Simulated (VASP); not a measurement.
Runs of VASP 6.6.1 on Zr2PdS3. The structure is that of space group P6/mmm (No. 191), or close to it. The cells are those of the table. The cell was built from a structure type or drawn by symmetry, and may not be a known phase.

```tsv
task	cell	k mesh	cutoff (eV)	gap on the mesh (eV)	pressure (GPa)
single point	a = 5.617, b = 5.617, c = 4.652 Å, angles 90.0, 90.0, 120.0°, 6 atoms	6 × 6 × 4	520	none	-10.1
relaxation of cell and atoms	relaxed from a = 6.444, b = 6.444, c = 3.486 Å, angles 90.0, 90.0, 120.0°, 6 atoms	3 × 3 × 6	600	none	0.1
single point	a = 6.444, b = 6.444, c = 3.486 Å, angles 90.0, 90.0, 120.0°, 6 atoms	6 × 6 × 4	520	none	(a)
single point	a = 6.434, b = 6.434, c = 3.499 Å, angles 90.0, 90.0, 120.0°, 6 atoms	6 × 6 × 12	520	none	-0.1
single point	a = 6.444, b = 6.444, c = 3.486 Å, angles 90.0, 90.0, 120.0°, 6 atoms	3 × 3 × 6	520	none	0.1
relaxation of cell and atoms	relaxed from a = 5.617, b = 5.617, c = 4.652 Å, angles 90.0, 90.0, 120.0°, 6 atoms	6 × 6 × 4	600	none	-0.2
```

Alike in all rows: level PBE; potentials or basis VASP PAW PBE potentials, release 64 (Zr_sv, Pd, S); no spin polarisation; smearing gaussian 0.1 eV.

Question: Fill in the values left out.

Answer: (a) 0.0.

Caveats: some runs use coarse meshes; the cell stands under tension (at least some runs); the relaxation stopped at its first step, so nothing moved (at least some runs); a cell axis changed by over 15 % at a fixed basis, so the end point is rough (at least some runs).

A k mesh can miss the band edges, and the runs leave out spin-orbit coupling on Pd, Zr.

A gap of «none» marks levels without a gap at the run's occupations.
